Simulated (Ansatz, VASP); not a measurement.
## Sc2Cu3 in VASP and in Ansatz

Contents of INCAR:

```
ALGO = Normal
EDIFF = 1E-7
EDIFFG = -0.04
ENCUT = 600
GGA = PE
IBRION = 2
ISIF = 3
ISMEAR = 0
LASPH = True
LCHARG = False
LREAL = False
LWAVE = False
NELM = 60
NSW = 90
PREC = Accurate
SIGMA = 0.1
```

KPOINTS

```
k-points
0
Gamma
  4 4 4
```

Contents of POSCAR:

```
Sc2Cu3
1.0
    4.2266385500      0.0000000000      0.0000000000
    0.0000000000      4.2266385500      0.0000000000
    0.0000000000      0.0000000000      4.2266385500
Sc Cu
2 3
Direct
    0.5000000000      0.5000000000      0.5000000000
    0.0000000000      0.0000000000      0.0000000000
    0.5000000000      0.0000000000      0.0000000000
    0.0000000000      0.5000000000      0.0000000000
    0.0000000000      0.0000000000      0.5000000000
```

Input for Ansatz:

```yaml
crystal:
  lattice:
    - [4.22663855, 0.0, 0.0]
    - [0.0, 4.22663855, 0.0]
    - [0.0, 0.0, 4.22663855]
  atoms:
    - { symbol: Sc, position: [0.5, 0.5, 0.5] }
    - { symbol: Sc, position: [0.0, 0.0, 0.0] }
    - { symbol: Cu, position: [0.5, 0.0, 0.0] }
    - { symbol: Cu, position: [0.0, 0.5, 0.0] }
    - { symbol: Cu, position: [0.0, 0.0, 0.5] }
basis:
  ecutwfc: 420
kpoints:
  mp_grid: { grid: [4, 4, 4] }
hamiltonian:
  xc: pbe
scf:
  occupations: { method: gaussian, width: 0.1 }
  lower_state_search: "off"
output:
  forces: true
  stress: true
  eigenvalues: true
relax:
  adjacent_minimum: "off"
  f_tol: 0.04
  max_steps: 70
  cell: { stress_tol: 0.4 }
```

Change from the starting cell: species swapped into the Tl2F3 type (Pm-3m, No. 221).

Alike in both runs: task relaxation of cell and atoms; functional PBE; k mesh 4 × 4 × 4; occupations gaussian, width 0.1 eV; no spin polarisation.

```csv
,VASP,Ansatz
version,VASP 6.6.1,Ansatz 0.2.0
potentials or method,"VASP PAW PBE potentials, release 64 (Sc_sv, Cu), cutoff 600 eV","scalar-relativistic, plane waves, PAW"
valence electrons in the cell,55,79
```

|  | VASP | Ansatz | Ansatz less VASP |
| --- | --- | --- | --- |
| gap on the k mesh at the Fermi level, each at its own relaxed structure (eV) | none | none | - |
| relaxed volume (Å³/atom) | 20.46 | 20.23 | -0.238 |
| relaxed cell length with the largest relative difference (Å) | 4.677 | 4.659 | -0.0182 |

A gap of «none» marks a metal or a gap that the smearing closes. VASP's potentials hold 55 valence electrons a cell and Ansatz's 79, so a difference there can come from the potentials and not from the codes.

The k mesh is coarse, so the values compare programs but aren't converged. Noted on VASP's run: the volume moved by over 15 % at a fixed basis, so the end points are rough.
